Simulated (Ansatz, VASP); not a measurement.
**ScHO2 in VASP and in Ansatz**

```xyz
4
Lattice="1.4812 0.8552 5.3970 -1.4812 0.8552 5.3970 0.0000 -1.7104 5.3970" Properties=species:S:1:pos:R:3 pbc="T T T"
Sc    0.0000    0.0000    0.0000
H     0.0000    0.0000    8.0954
O     0.0000    0.0000    9.5478
O     0.0000    0.0000    6.6431
```

Alike in both runs: task single point; functional LDA; k mesh 9 × 9 × 9; occupations gaussian, width 0.05 eV; no spin polarisation.

|  | VASP | Ansatz |
| --- | --- | --- |
| version | VASP 6.6.1 | Ansatz 0.2.0 |
| potentials or method | VASP PAW LDA potentials, release 64 (Sc_sv, H, O), cutoff 520 eV | scalar-relativistic, plane waves, PAW |
| valence electrons in the cell | 24 | 24 |

|  | VASP | Ansatz | Ansatz less VASP |
| --- | --- | --- | --- |
| gap on the k mesh at the Fermi level (eV) | 2.72 | 2.75 | +0.033 |
| least direct gap on the mesh (eV) | 3.01 | 3.03 | +0.025 |
| pressure (GPa) | -10.0 | -11.1 | -1.08 |
| traceless stress, the component that is largest in VASP (GPa) | -47.50 | -47.51 | -0.005 |
| rms of the force components (eV/Å) | 0.180 | 0.137 | -0.0429 |

LDA's correlation is that of Perdew and Zunger in VASP and of Perdew and Wang (1992) in Ansatz. Atom by atom the forces differ by 0.043 eV/Å (rms over components).
